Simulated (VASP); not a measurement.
Write the native input for VASP 6.6.1 that does the following.

```
Task                   : single point
Functional             : LDA
Potentials or basis    : VASP PAW LDA potentials, release 64 (Na_pv, La, S)
Cutoff                 : 520 eV
k mesh                 : 4 × 4 × 4
Occupations            : gaussian, width 0.02 eV
Spin                   : no spin polarisation
Dipole correction      : no
Further INCAR settings : ALGO = Normal; EDIFF = 1e-07; NBANDS = 23
```

The structure of NaLaS2 lies in POSCAR:

```
NaLaS2
1.0
    2.0778696176      1.1996585831      6.3803211413
   -2.0778696176      1.1996585831      6.3803211413
    0.0000000000     -2.3993171662      6.3803211413
Na La S
1 1 2
Direct
    0.5000000000      0.5000000000      0.5000000000
    0.0000000000      0.0000000000      0.0000000000
    0.7463738402      0.7463738402      0.7463738402
    0.2536261598      0.2536261598      0.2536261598
```

The input as run:

INCAR

```
SYSTEM = NaLaS2
  PREC = Accurate
  ENCUT = 520
  EDIFF = 1E-7
  ISMEAR = 0
  SIGMA = 0.02
  LREAL = .False.
  LASPH = .True.
  NELM = 60
  ALGO = Normal
  ISIF = 2
  LWAVE = .False.
  LCHARG = .False.
  NBANDS = 23
```

KPOINTS

```
regular mesh
0
Gamma
  4 4 4
  0 0 0
```

Potentials or basis: VASP PAW LDA potentials, release 64 (Na_pv, La, S).

The run is started by

```sh
$ cat potpaw_LDA.64/Na_pv/POTCAR potpaw_LDA.64/La/POTCAR potpaw_LDA.64/S/POTCAR > POTCAR
$ mpirun -np 1 vasp_std > vasp.out
```

Results of the run:

The pressure is 0.0 GPa. The largest force is 0.013 eV/Å. The band gap on the k mesh is 2.38 eV, indirect (least direct gap 2.75 eV).

Caveat: the k points lie up to 0.44 Å⁻¹ apart; spin-orbit coupling is left out, which moves the levels of the heavy elements.

Run time: 110 s on 1 thread of AMD EPYC 7R13 Processor (Zen 3), with other jobs on the host, peak memory 0.27 GiB.
